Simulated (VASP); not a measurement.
Here is a VASP 6.6.1 calculation.

Contents of INCAR:

```
PREC = Accurate
ENCUT = 560
EDIFF = 1E-6
ISMEAR = -1
SIGMA = 0.1
LREAL = F
LASPH = T
NELM = 120
ALGO = Normal
ISIF = 2
LWAVE = F
LCHARG = T
GGA = B5
ALDAX = 1.0
AGGAX = 1.0
AGGAC = 1.0
ALDAC = 0.0
LELF = T
LVHAR = T
NBANDS = 31
GGA_COMPAT = F
```

KPOINTS

```
regular mesh
0
Gamma
  9 9 13
```

File POSCAR:

```
Os
1.0
    4.1997676896      0.0000000000      0.0000000000
   -2.0998838448      3.6371055092      0.0000000000
    0.0000000000      0.0000000000      2.6524337442
Os
3
Direct
    1.0000000000      1.0000000000      0.0000000000
    0.3333333333      0.6666666667      0.5000000000
    0.6666666667      0.3333333333      0.5000000000
```

Potentials or basis: VASP PAW PBE potentials, release 64 (Os_sv_GW).

Launch:

```sh
$ cat potpaw_PBE.64/Os_sv_GW/POTCAR > POTCAR
$ mpirun -np 1 vasp_std > vasp.out
```

Estimate the band gap on the k mesh.

zero (bands 24 and 25 overlap by 3.06 eV).

What does it give for the pressure?

56.7 GPa.

Stress tensor (GPa, compression positive):
```
59.61  0.00  0.00
 0.00 59.61  0.00
 0.00  0.00 50.94
```

Caveat: the stress differs along the axes, from 51 to 60 GPa; the PAW data sets were made with another functional, which shifts forces and pressure a little; spin-orbit coupling is left out, which moves the levels of the heavy elements.
